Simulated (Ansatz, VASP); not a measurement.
**Two plane-wave programs on PtSeS4**

File INCAR:

```
  PREC = Accurate
  ENCUT = 600
  EDIFF = 1E-6
  ISMEAR = 0
  SIGMA = 0.1
  LREAL = F
  LASPH = T
  NELM = 80
  ALGO = Normal
  ISIF = 3
  LWAVE = F
  LCHARG = F
  GGA = PE
  IBRION = 2
  NSW = 90
  EDIFFG = -0.04
```

KPOINTS

```
regular mesh
0
Gamma
  4 4 4
```

The input POSCAR:

```
PtSeS4
1.0
    0.0000000000      4.0556799400      4.0556799400
    4.0556799400      0.0000000000      4.0556799400
    4.0556799400      4.0556799400      0.0000000000
Pt Se S
1 1 4
Direct
    0.0000000000      0.0000000000      0.0000000000
    0.7500000000      0.7500000000      0.7500000000
    0.8769740200      0.3743419900      0.3743419900
    0.3743419900      0.3743419900      0.3743419900
    0.3743419900      0.8769740200      0.3743419900
    0.3743419900      0.3743419900      0.8769740200
```

Input for Ansatz:

```yaml
crystal:
  lattice:
    - [0.0, 4.05567994, 4.05567994]
    - [4.05567994, 0.0, 4.05567994]
    - [4.05567994, 4.05567994, 0.0]
  atoms:
    - { symbol: Pt, position: [0.0, 0.0, 0.0] }
    - { symbol: Se, position: [0.75, 0.75, 0.75] }
    - { symbol: S, position: [0.87697402, 0.37434199, 0.37434199] }
    - { symbol: S, position: [0.37434199, 0.37434199, 0.37434199] }
    - { symbol: S, position: [0.37434199, 0.87697402, 0.37434199] }
    - { symbol: S, position: [0.37434199, 0.37434199, 0.87697402] }
basis:
  ecutwfc: 420
kpoints:
  mp_grid: { grid: [4, 4, 4] }
hamiltonian:
  xc: pbe
scf:
  occupations: { method: gaussian, width: 0.1 }
  lower_state_search: "off"
output:
  forces: true
  stress: true
  eigenvalues: true
relax:
  adjacent_minimum: "off"
  f_tol: 0.04
  max_steps: 70
  cell: { stress_tol: 0.4 }
```

Change from the starting cell: species swapped into the LuCdNi4 type (F-43m, No. 216).

Alike in both runs: task relaxation of cell and atoms; functional PBE; k mesh 4 × 4 × 4; occupations gaussian, width 0.1 eV; no spin polarisation.

|  | VASP | Ansatz |
| --- | --- | --- |
| version | VASP 6.6.1 | Ansatz 0.2.0 |
| potentials or method | VASP PAW PBE potentials, release 64 (Pt, Se, S), cutoff 600 eV | scalar-relativistic, plane waves, PAW |
| valence electrons in the cell | 40 | 58 |

```tsv
	VASP	Ansatz	Ansatz less VASP
gap on the k mesh at the Fermi level, each at its own relaxed structure (eV)	none	none	-
relaxed volume (Å³/atom)	17.82	17.67	-0.142
relaxed length of the cell vector where the two differ most in proportion (Å)	5.327	5.313	-0.0142
```

A gap of «none» marks a metal or a gap that the smearing closes. VASP's potentials hold 40 valence electrons a cell and Ansatz's 58, so a difference there can come from the potentials and not from the codes.

Neither program's run includes spin-orbit coupling. Noted on VASP's run: the volume moved by over 15 % at a fixed basis, so the end points are rough.
